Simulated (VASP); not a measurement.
# SiC (Fm-3m) in VASP: further runs, part 2 of 3

VASP 6.6.1. The steps go on from the part before.

### 3 Single point, PBE

Contents of INCAR:

```
  PREC = Accurate
  ENCUT = 520
  EDIFF = 1E-7
  ISMEAR = -1
  SIGMA = 0.02
  LREAL = F
  LASPH = T
  NELM = 100
  ALGO = Normal
  ISIF = 2
  LWAVE = F
  LCHARG = F
  GGA = PE
  NBANDS = 11
```

Contents of KPOINTS:

```
Automatic mesh
0
Gamma
  8 8 8
```

Contents of POSCAR:

```
SiC
1.0
    0.0000000000      2.0138689999      2.0138689999
    2.0138689999      0.0000000000      2.0138689999
    2.0138689999      2.0138689999      0.0000000000
Si C
1 1
Direct
    0.0000000000      0.0000000000      0.0000000000
    0.5000000000      0.5000000000      0.5000000000
```

Potentials or basis: VASP PAW PBE potentials, release 64 (Si, C).

Run with:

```sh
$ cat potpaw_PBE.64/Si/POTCAR potpaw_PBE.64/C/POTCAR > POTCAR
$ mpirun -np 1 vasp_std > vasp.out
```

OUTCAR:

```text
PREC = Accurate
   ENCUT = 520
   EDIFF = 1E-7
   ISMEAR = -1
   LREAL = F
   LASPH = T
   NELM = 100
   ISIF = 2
   GGA = PE

 ion  position               nearest neighbor table
   1  0.000  0.000  0.000-   2 2.01   2 2.01   2 2.01   2 2.01   2 2.01   2 2.01
   2  0.500  0.500  0.500-   1 2.01   1 2.01   1 2.01   1 2.01   1 2.01   1 2.01

  LATTYP: Found a face centered cubic cell.
 ALAT       =     4.0277379998

  Lattice vectors:

 A1 = (   0.0000000000,   2.0138689999,   2.0138689999)
 A2 = (   2.0138689999,   0.0000000000,   2.0138689999)
 A3 = (   2.0138689999,   2.0138689999,   0.0000000000)

Analysis of symmetry for initial positions (statically):
=====================================================================
 Subroutine PRICEL returns:
 Original cell was already a primitive cell.

 Routine SETGRP: Setting up the symmetry group for a
 face centered cubic supercell.

 Subroutine GETGRP returns: Found 48 space group operations
 (whereof 48 operations were pure point group operations)
 out of a pool of 48 trial point group operations.

The static configuration has the point symmetry O_h .

Analysis of symmetry for dynamics (positions and initial velocities):
=====================================================================
 Subroutine PRICEL returns:
 Original cell was already a primitive cell.

 Routine SETGRP: Setting up the symmetry group for a
 face centered cubic supercell.

 Subroutine GETGRP returns: Found 48 space group operations
 (whereof 48 operations were pure point group operations)
 out of a pool of 48 trial point group operations.

The dynamic configuration has the point symmetry O_h .

 Subroutine INISYM returns: Found 48 space group operations
 (whereof 48 operations are pure point group operations),
 and found     1 'primitive' translations

----------------------------------------------------------------------------------------

                                     Primitive cell

  volume of cell :      16.3352

  direct lattice vectors                    reciprocal lattice vectors
     0.000000000  2.013869000  2.013869000    -0.248278314  0.248278314  0.248278314
     2.013869000  0.000000000  2.013869000     0.248278314 -0.248278314  0.248278314
     2.013869000  2.013869000  0.000000000     0.248278314  0.248278314 -0.248278314

  length of vectors
     2.848040853  2.848040853  2.848040853     0.430030654  0.430030654  0.430030654

  position of ions in fractional coordinates (direct lattice)
     0.000000000  0.000000000  0.000000000
     0.500000000  0.500000000  0.500000000

  ion indices of the primitive-cell ions
   primitive index   ion index
                 1           1
                 2           2

----------------------------------------------------------------------------------------

 KPOINTS: Automatic mesh

Automatic generation of k-mesh.
 Grid dimensions read from file:
 generate k-points for:    8    8    8

 Generating k-lattice:

  Cartesian coordinates                     Fractional coordinates (reciprocal lattice)
    -0.031034789  0.031034789  0.031034789     0.125000000  0.000000000  0.000000000
     0.031034789 -0.031034789  0.031034789     0.000000000  0.125000000  0.000000000
     0.031034789  0.031034789 -0.031034789     0.000000000  0.000000000  0.125000000

  Length of vectors
     0.053753832  0.053753832  0.053753832

  Shift w.r.t. Gamma in fractional coordinates (k-lattice)
     0.000000000  0.000000000  0.000000000

 Subroutine IBZKPT returns following result:
 ===========================================

 Found     29 irreducible k-points:

 Following reciprocal coordinates:
            Coordinates               Weight
  0.000000  0.000000  0.000000      1.000000
  0.125000  0.000000  0.000000      8.000000
  0.250000  0.000000  0.000000      8.000000
  0.375000  0.000000  0.000000      8.000000
  0.500000  0.000000  0.000000      4.000000
  0.125000  0.125000  0.000000      6.000000
[... 16 lines left out ...]
  0.500000  0.250000  0.125000     48.000000
 -0.375000  0.250000  0.125000     24.000000
 [... further k-points ...]
   k-points           NKPTS =     29   k-points in BZ     NKDIM =     29   number of bands    NBANDS=     11
   number of dos      NEDOS =    301   number of ions     NIONS =      2
   total plane-waves  NPLWV =  13824
   dimension x,y,z NGX =    24 NGY =   24 NGZ =   24
   dimension x,y,z NGXF=    48 NGYF=   48 NGZF=   48
   ions per type =               1   1
   NGX,Y,Z   is equivalent  to a cutoff of  14.01, 14.01, 14.01 a.u.
   NGXF,Y,Z  is equivalent  to a cutoff of  28.02, 28.02, 28.02 a.u.
 SYSTEM =  unknown system
   PREC   = accura    normal or accurate (medium, high low for compatibility)
   ISTART =      0    job   : 0-new  1-cont  2-samecut
   ICHARG =      2    charge: 1-file 2-atom 10-const
   ISPIN  =      1    spin polarized calculation?
   LNONCOLLINEAR =      F non collinear calculations
   LSORBIT =      F    spin-orbit coupling
   LASPH  =      T    aspherical Exc in radial PAW
   ENCUT  =  520.0 eV  38.22 Ry    6.18 a.u.   5.30  5.30  5.30*2*pi/ulx,y,z
   NELM   =    100;   NELMIN=  2; NELMDL= -5     # of ELM steps
   EDIFF  = 0.1E-06   stopping-criterion for ELM
   LREAL  =      F    real-space projection
   EDIFFG = 0.1E-05   stopping-criterion for IOM
   NSW    =      0    number of steps for IOM
   IBRION =     -1    ionic relax: 0-MD 1-quasi-New 2-CG
   NFREE  =      0    steps in history (QN), initial steepest desc. (CG)
   ISIF   =      2    stress and relaxation
   ISYM   =      2    0-nonsym 1-usesym 2-fastsym
   POTIM  = 0.5000    time-step for ionic-motion
   TEBEG  =    0.0;   TEEND  =   0.0 temperature during run
   PSTRESS=    0.0 pullay stress
   NELECT =       8.0000    total number of electrons
   NUPDOWN=      -1.0000    fix difference up-down
   EMIN   =  10.00;   EMAX   =-10.00  energy-range for DOS
   EFERMI =   0.00;   METHOD = LEGACY
   ISMEAR =    -1;   SIGMA  =   0.02  broadening in eV -4-tet -1-fermi 0-gaus
   EFERMI_NEDOS =   21; number of points for ismear=-14 and -15
   IALGO  =     38    algorithm
   IMIX   =      4    mixing-type and parameters
     AMIX     =   0.40;   BMIX     =  1.00
     AMIX_MAG =   1.60;   BMIX_MAG =  1.00
  volume/ion in A,a.u.               =       8.17        55.12
  Fermi-wavevector in a.u.,A,eV,Ry     =   1.290418  2.438536 22.656116  1.665178
  Thomas-Fermi vector in A             =   2.422250
   LORBIT       =      0    0 simple, 1 ext, 2 COOP (PROOUT), +10 PAW based schemes
   GGA     = PE    functional components
   LHFCALC =     F    Hartree Fock is set to
   AEXX    =    0.0000 exact exchange contribution
   IVDW    =     0    specifies the selected vdW correction
   LEPSILON=     F    determine dielectric tensor
   LRPA    =     F    only Hartree local field effects (RPA)
 non-spin polarized calculation
  energy-cutoff  :      520.00
  volume of cell :       16.34
 maximum number of plane-waves:       459
 NGX is ok and might be reduce to    24
   NGX = 11   NGY = 11   NGZ = 11

 number of electron       8.0000000 magnetization

 Free energy of the ion-electron system (eV)
  ---------------------------------------------------
  ext. energy  EPLUGINS =         0.00000000
  ---------------------------------------------------
  free energy    TOTEN  =       -13.56432457 eV

  energy without entropy =      -13.56361198  energy(sigma->0) =      -13.56396828

 E-fermi :  12.6799     XC(G=0): -12.7672

 val. band max:       12.6436546566   @ k =   0.0000   0.0000   0.0000
 cond. band min:      12.6972765553   @ k =  -0.1250   0.1250   0.0000
 fundamental gap:      0.0536218987
 Fermi energy:        12.6799201609

 k-point     1 :       0.0000    0.0000    0.0000
  band No.  band energies     occupation
      1      -6.0079      2.00000
      2      12.6437      1.71952
      3      12.6437      1.71952
      4      12.6437      1.71951
      5      20.3950      0.00000
      6      21.5923      0.00000
      7      21.5923      0.00000
      8      21.5923      0.00000
      9      25.5538      0.00000
     10      25.5538      0.00000
     11      25.5538      0.00000
[... 309 lines left out ...]
 k-point    24 :      -0.3750    0.2500    0.1250
  band No.  band energies     occupation
      1       0.0819      2.00000
      2       2.0127      2.00000
      3       7.8578      2.00000
      4       9.3078      2.00000
      5      16.6993      0.00000
      6      19.0321      0.00000
      7      22.5405      0.00000
      8      25.0439      0.00000
      9      27.1076      0.00000
     10      27.8021      0.00000
     11      31.5977      0.00000

 [... further k-points ...]
[... 5 lines left out ...]
  --------------------------------------------------------------------------------------
  -------------------------------------------------------------------------------------
  Total        0.6384007      0.6384007      0.6384007      0.0000000      0.0000000     -0.0000000
  in kB       62.6152702     62.6152702     62.6152702      0.0000000      0.0000000     -0.0000000
  external PRESSURE =      62.6152702 kB  Pullay stress =       0.0000000 kB

 VOLUME and BASIS-vectors are now :
 -----------------------------------------------------------------------------
  energy-cutoff  :      520.00
  volume of cell :       16.34
      direct lattice vectors                 reciprocal lattice vectors
     0.000000000  2.013869000  2.013869000    -0.248278314  0.248278314  0.248278314
     2.013869000  0.000000000  2.013869000     0.248278314 -0.248278314  0.248278314
     2.013869000  2.013869000  0.000000000     0.248278314  0.248278314 -0.248278314

 POSITION                                       TOTAL-FORCE (eV/Angst)
 -----------------------------------------------------------------------------------
      0.00000      0.00000      0.00000        -0.000000     -0.000000     -0.000000
      2.01387      2.01387      2.01387         0.000000      0.000000      0.000000
 -----------------------------------------------------------------------------------
    total drift:                               -0.000000     -0.000000      0.000000

  FREE ENERGIE OF THE ION-ELECTRON SYSTEM (eV)
  ---------------------------------------------------
  free  energy   TOTEN  =       -13.5643245716 eV

  energy  without entropy=      -13.5636119808  energy(sigma->0) =      -13.56396828
```

OSZICAR:

```text
N       E                     dE             d eps       ncg     rms          rms(c)
DAV:   1     0.168985462138E+01    0.16899E+01   -0.41276E+03   678   0.631E+02
DAV:   2    -0.144700763853E+02   -0.16160E+02   -0.14976E+02   800   0.100E+02
DAV:   3    -0.150010037129E+02   -0.53093E+00   -0.52857E+00   781   0.136E+01
DAV:   4    -0.150025241794E+02   -0.15205E-02   -0.15203E-02   729   0.781E-01
DAV:   5    -0.150025272933E+02   -0.31139E-05   -0.31137E-05   758   0.349E-02    0.836E+00
DAV:   6    -0.135905578113E+02    0.14120E+01   -0.47390E+00   674   0.100E+01    0.360E+00
DAV:   7    -0.135645054408E+02    0.26052E-01   -0.35726E-01   737   0.342E+00    0.146E+00
DAV:   8    -0.135644352181E+02    0.70223E-04   -0.14203E-02   671   0.688E-01    0.364E-01
DAV:   9    -0.135643066200E+02    0.12860E-03   -0.28402E-03   683   0.290E-01    0.122E-01
DAV:  10    -0.135643211553E+02   -0.14535E-04   -0.74650E-05   698   0.659E-02    0.385E-02
DAV:  11    -0.135643248721E+02   -0.37168E-05   -0.96223E-06   723   0.208E-02    0.219E-03
DAV:  12    -0.135643247020E+02    0.17008E-06   -0.23279E-07   667   0.368E-03    0.892E-04
DAV:  13    -0.135643245646E+02    0.13748E-06   -0.89667E-09   364   0.816E-04    0.252E-04
DAV:  14    -0.135643245716E+02   -0.70389E-08   -0.54814E-10   355   0.169E-04
   1 F= -.13564325E+02 E0= -.13563968E+02  d E =-.712591E-03
```

stdout:

```text
POSCAR found type information on POSCAR SiC
 POSCAR found :  2 types and       2 ions
 scaLAPACK will be used
 LDA part: xc-table for (Slater+PW92), standard interpolation
 POSCAR, INCAR and KPOINTS ok, starting setup
 FFT: planning ... GRIDC
 FFT: planning ... GRID_SOFT
 FFT: planning ... GRID
 WAVECAR not read
 entering main loop
```

Wall time 5.1 s (1 thread of Intel Xeon 6975P-C (Granite Rapids), shared host); peak memory 0.13 GiB.

Results:

```yaml
Free_energy: -13.5643 eV
Pressure: 6.3 GPa
Band_gap_on_the_k_mesh: zero (band 4 reaches 12.70 eV, above the bottom of band 5 at 11.81 eV)
```

(Part 2 of 3 ends here.)
